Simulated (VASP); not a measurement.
# Hf (Im-3m) in VASP: single point with PBE

Aim: the single point of Hf with PBE.

Everything below comes from runs of VASP 6.6.1. Logs are shortened: lines on timing, memory, paths and dates and some standing lists are left out, and cuts for length are marked.

**1. The cell of the first run**

It takes space group Im-3m (No. 229, cubic). Conventional cell: a = 3.550 Å, b = 3.550 Å, c = 3.550 Å, α = 90.00°, β = 90.00°, γ = 90.00°. Hf (site symmetry m-3m) has 14 Hf at 3.07 to 3.55 Å within 4.0 Å.

**2. Single point, PBE**

The input, INCAR:

```
ALGO     = Normal         # electronic algorithm
EDIFF    = 1E-6           # SCF threshold, eV
ENCUT    = 520            # plane-wave cutoff, eV
GGA      = PE             # functional
ISIF     = 2              # what is computed and relaxed
ISMEAR   = -1             # smearing method
LASPH    = T              # aspherical terms in the spheres
LCHARG   = F              # write CHGCAR
LREAL    = F              # projectors in reciprocal space
LWAVE    = F              # write WAVECAR
NBANDS   = 11             # bands
NELM     = 60             # most SCF steps
PREC     = Accurate       # precision mode
SIGMA    = 0.13605693000000002 # smearing width, eV
```

The input, KPOINTS:

```
k-points
0
Gamma
  13 13 13
```

The input, POSCAR:

```
Hf
1.0
   -1.7751206689      1.7751206689      1.7751206689
    1.7751206689     -1.7751206689      1.7751206689
    1.7751206689      1.7751206689     -1.7751206689
Hf
1
Direct
    0.0000000000      0.0000000000      0.0000000000
```

Potentials or basis: VASP PAW PBE potentials, release 64 (Hf_pv).

On the command line:

```
$ cat potpaw_PBE.64/Hf_pv/POTCAR > POTCAR
$ mpirun -np 1 vasp_std > vasp.out
```

OUTCAR:

```text
EDIFF = 1E-6
   ENCUT = 520
   GGA = PE
   ISIF = 2
   ISMEAR = -1
   LASPH = T
   LREAL = F
   NELM = 60
   PREC = Accurate

 ion  position               nearest neighbor table
   1  0.000  0.000  0.000-

  LATTYP: Found a body centered cubic cell.
 ALAT       =     3.5502413378

  Lattice vectors:

 A1 = (  -1.7751206689,   1.7751206689,   1.7751206689)
 A2 = (   1.7751206689,  -1.7751206689,   1.7751206689)
 A3 = (   1.7751206689,   1.7751206689,  -1.7751206689)

Analysis of symmetry for initial positions (statically):
=====================================================================
 Subroutine PRICEL returns:
 Original cell was already a primitive cell.

 Routine SETGRP: Setting up the symmetry group for a
 body centered cubic supercell.

 Subroutine GETGRP returns: Found 48 space group operations
 (whereof 48 operations were pure point group operations)
 out of a pool of 48 trial point group operations.

The static configuration has the point symmetry O_h .

Analysis of symmetry for dynamics (positions and initial velocities):
=====================================================================
 Subroutine PRICEL returns:
 Original cell was already a primitive cell.

 Routine SETGRP: Setting up the symmetry group for a
 body centered cubic supercell.

 Subroutine GETGRP returns: Found 48 space group operations
 (whereof 48 operations were pure point group operations)
 out of a pool of 48 trial point group operations.

The dynamic configuration has the point symmetry O_h .

 Subroutine INISYM returns: Found 48 space group operations
 (whereof 48 operations are pure point group operations),
 and found     1 'primitive' translations

----------------------------------------------------------------------------------------

                                     Primitive cell

  volume of cell :      22.3740

  direct lattice vectors                    reciprocal lattice vectors
    -1.775120669  1.775120669  1.775120669     0.000000000  0.281670992  0.281670992
     1.775120669 -1.775120669  1.775120669     0.281670992  0.000000000  0.281670992
     1.775120669  1.775120669 -1.775120669     0.281670992  0.281670992  0.000000000

  length of vectors
     3.074599188  3.074599188  3.074599188     0.398342937  0.398342937  0.398342937

  position of ions in fractional coordinates (direct lattice)
     0.000000000  0.000000000  0.000000000

  ion indices of the primitive-cell ions
   primitive index   ion index
                 1           1

----------------------------------------------------------------------------------------

 KPOINTS: k-points

Automatic generation of k-mesh.
 Grid dimensions read from file:
 generate k-points for:   13   13   13

 Generating k-lattice:

  Cartesian coordinates                     Fractional coordinates (reciprocal lattice)
     0.000000000  0.021666999  0.021666999     0.076923077  0.000000000  0.000000000
     0.021666999  0.000000000  0.021666999     0.000000000  0.076923077  0.000000000
     0.021666999  0.021666999  0.000000000     0.000000000  0.000000000  0.076923077

  Length of vectors
     0.030641764  0.030641764  0.030641764

  Shift w.r.t. Gamma in fractional coordinates (k-lattice)
     0.000000000  0.000000000  0.000000000

 Subroutine IBZKPT returns following result:
 ===========================================

 Found     84 irreducible k-points:

 Following reciprocal coordinates:
            Coordinates               Weight
  0.000000  0.000000  0.000000      1.000000
  0.076923  0.000000  0.000000     12.000000
  0.153846  0.000000  0.000000     12.000000
  0.230769  0.000000  0.000000     12.000000
  0.307692  0.000000  0.000000     12.000000
  0.384615  0.000000  0.000000     12.000000
[... 16 lines left out ...]
  0.153846  0.076923  0.076923     24.000000
  0.230769  0.076923  0.076923     24.000000
 [... further k-points ...]
   k-points           NKPTS =     84   k-points in BZ     NKDIM =     84   number of bands    NBANDS=     11
   number of dos      NEDOS =    301   number of ions     NIONS =      1
   total plane-waves  NPLWV =  13824
   dimension x,y,z NGX =    24 NGY =   24 NGZ =   24
   dimension x,y,z NGXF=    48 NGYF=   48 NGZF=   48
   ions per type =               1
   NGX,Y,Z   is equivalent  to a cutoff of  12.98, 12.98, 12.98 a.u.
   NGXF,Y,Z  is equivalent  to a cutoff of  25.95, 25.95, 25.95 a.u.
 SYSTEM =  unknown system
   PREC   = accura    normal or accurate (medium, high low for compatibility)
   ISTART =      0    job   : 0-new  1-cont  2-samecut
   ICHARG =      2    charge: 1-file 2-atom 10-const
   ISPIN  =      1    spin polarized calculation?
   LNONCOLLINEAR =      F non collinear calculations
   LSORBIT =      F    spin-orbit coupling
   LASPH  =      T    aspherical Exc in radial PAW
   ENCUT  =  520.0 eV  38.22 Ry    6.18 a.u.   5.72  5.72  5.72*2*pi/ulx,y,z
   NELM   =     60;   NELMIN=  2; NELMDL= -5     # of ELM steps
   EDIFF  = 0.1E-05   stopping-criterion for ELM
   LREAL  =      F    real-space projection
   EDIFFG = 0.1E-04   stopping-criterion for IOM
   NSW    =      0    number of steps for IOM
   IBRION =     -1    ionic relax: 0-MD 1-quasi-New 2-CG
   NFREE  =      0    steps in history (QN), initial steepest desc. (CG)
   ISIF   =      2    stress and relaxation
   ISYM   =      2    0-nonsym 1-usesym 2-fastsym
   POTIM  = 0.5000    time-step for ionic-motion
   TEBEG  =    0.0;   TEEND  =   0.0 temperature during run
   PSTRESS=    0.0 pullay stress
   NELECT =      10.0000    total number of electrons
   NUPDOWN=      -1.0000    fix difference up-down
   EMIN   =  10.00;   EMAX   =-10.00  energy-range for DOS
   EFERMI =   0.00;   METHOD = LEGACY
   ISMEAR =    -1;   SIGMA  =   0.14  broadening in eV -4-tet -1-fermi 0-gaus
   EFERMI_NEDOS =   21; number of points for ismear=-14 and -15
   IALGO  =     38    algorithm
   IMIX   =      4    mixing-type and parameters
     AMIX     =   0.40;   BMIX     =  1.00
     AMIX_MAG =   1.60;   BMIX_MAG =  1.00
  volume/ion in A,a.u.               =      22.37       150.99
  Fermi-wavevector in a.u.,A,eV,Ry     =   1.251681  2.365334 21.316316  1.566705
  Thomas-Fermi vector in A             =   2.385617
   LORBIT       =      0    0 simple, 1 ext, 2 COOP (PROOUT), +10 PAW based schemes
   GGA     = PE    functional components
   LHFCALC =     F    Hartree Fock is set to
   AEXX    =    0.0000 exact exchange contribution
   IVDW    =     0    specifies the selected vdW correction
   LEPSILON=     F    determine dielectric tensor
   LRPA    =     F    only Hartree local field effects (RPA)
 non-spin polarized calculation
  energy-cutoff  :      520.00
  volume of cell :       22.37
 maximum number of plane-waves:       615
   NGX = 11   NGY = 11   NGZ = 11

 number of electron      10.0000001 magnetization

 Free energy of the ion-electron system (eV)
  ---------------------------------------------------
  ext. energy  EPLUGINS =         0.00000000
  ---------------------------------------------------
  free energy    TOTEN  =        -9.80184685 eV

  energy without entropy =       -9.68280791  energy(sigma->0) =       -9.74232738

 E-fermi :   4.5720     XC(G=0): -11.2829

 val. band max:        4.5581594156   @ k =  -0.3077   0.3077   0.1538
 cond. band min:       4.5727606807   @ k =  -0.3846  -0.4615   0.0769
 fundamental gap:      0.0146012651
 Fermi energy:         4.5719597653

 k-point     1 :       0.0000    0.0000    0.0000
  band No.  band energies     occupation
      1     -25.2580      2.00000
      2     -25.2580      2.00000
      3     -25.2580      2.00000
      4      -2.4617      2.00000
      5       6.1049      0.00003
      6       6.1049      0.00003
      7       6.1049      0.00003
      8       8.8847      0.00000
      9       8.8847      0.00000
     10      17.8592      0.00000
     11      17.8592      0.00000

 k-point     2 :       0.0769    0.0000    0.0000
  band No.  band energies     occupation
      1     -25.3082      2.00000
      2     -25.2736      2.00000
      3     -25.2582      2.00000
      4      -2.2433      2.00000
      5       5.9512      0.00008
      6       6.0420      0.00004
      7       6.3200      0.00001
      8       8.6440      0.00000
      9       8.8824      0.00000
     10      17.8434      0.00000
     11      18.0656      0.00000

 k-point     3 :       0.1538    0.0000    0.0000
  band No.  band energies     occupation
      1     -25.4447      2.00000
      2     -25.3167      2.00000
      3     -25.2588      2.00000
      4      -1.6233      2.00000
      5       5.5600      0.00140
      6       5.7565      0.00033
      7       6.9547      0.00000
      8       8.3117      0.00000
      9       8.9014      0.00000
     10      17.8413      0.00000
     11      18.4554      0.00000

 k-point     4 :       0.2308    0.0000    0.0000
  band No.  band energies     occupation
      1     -25.6318      2.00000
      2     -25.3767      2.00000
      3     -25.2596      2.00000
      4      -0.7157      2.00000
      5       5.0750      0.04838
      6       5.2478      0.01383
      7       7.9735      0.00000
      8       8.3277      0.00000
      9       8.9942      0.00000
     10      17.8362      0.00000
     11      18.1985      0.00000
[... 239 lines left out ...]
 k-point    22 :       0.0769    0.0769    0.0769
  band No.  band energies     occupation
      1     -25.5378      2.00000
      2     -25.2933      2.00000
      3     -25.2933      2.00000
      4      -1.2331      2.00000
      5       5.3271      0.00775
      6       5.3271      0.00775
      7       7.6010      0.00000
      8       8.6440      0.00000
      9       8.6440      0.00000
     10      17.8404      0.00000
     11      18.6999      0.00000

 k-point    23 :       0.1538    0.0769    0.0769
  band No.  band energies     occupation
      1     -25.6943      2.00000
      2     -25.3567      2.00000
      3     -25.2975      2.00000
      4      -0.3461      2.00000
      5       4.8359      0.25136
      6       4.8597      0.21530
      7       8.5524      0.00000
      8       8.7403      0.00000
      9       8.9716      0.00000
     10      17.8343      0.00000
     11      18.7546      0.00000

 k-point    24 :       0.2308    0.0769    0.0769
  band No.  band energies     occupation
      1     -25.8428      2.00000
      2     -25.4369      2.00000
      3     -25.3018      2.00000
      4       0.6407      2.00000
      5       4.4250      1.49293
      6       4.5338      1.13948
      7       8.7298      0.00000
      8       9.2665      0.00000
      9      10.0821      0.00000
     10      17.2740      0.00000
     11      17.5183      0.00000

 [... further k-points ...]
[... 5 lines left out ...]
  --------------------------------------------------------------------------------------
  -------------------------------------------------------------------------------------
  Total       -0.0181564     -0.0181564     -0.0181564     -0.0000000     -0.0000000     -0.0000000
  in kB       -1.3001613     -1.3001613     -1.3001613     -0.0000000     -0.0000000     -0.0000000
  external PRESSURE =      -1.3001613 kB  Pullay stress =       0.0000000 kB

 VOLUME and BASIS-vectors are now :
 -----------------------------------------------------------------------------
  energy-cutoff  :      520.00
  volume of cell :       22.37
      direct lattice vectors                 reciprocal lattice vectors
    -1.775120669  1.775120669  1.775120669     0.000000000  0.281670992  0.281670992
     1.775120669 -1.775120669  1.775120669     0.281670992  0.000000000  0.281670992
     1.775120669  1.775120669 -1.775120669     0.281670992  0.281670992  0.000000000

 POSITION                                       TOTAL-FORCE (eV/Angst)
 -----------------------------------------------------------------------------------
      0.00000      0.00000      0.00000        -0.000000      0.000000     -0.000000
 -----------------------------------------------------------------------------------
    total drift:                               -0.000000      0.000000     -0.000000

  FREE ENERGIE OF THE ION-ELECTRON SYSTEM (eV)
  ---------------------------------------------------
  free  energy   TOTEN  =        -9.8018468522 eV

  energy  without entropy=       -9.6828079122  energy(sigma->0) =       -9.74232738
```

Wall time 19 s (1 thread of Intel Xeon 8259CL, shared host); peak memory 0.15 GiB.

What came out:

```
Free energy            : -9.8018 eV
Pressure               : -0.1 GPa
Band gap on the k mesh : zero (band 5 reaches 6.10 eV, above the bottom of band 6 at 3.95 eV)
```

Caveat: spin-orbit coupling is left out, which moves the levels of the heavy elements.
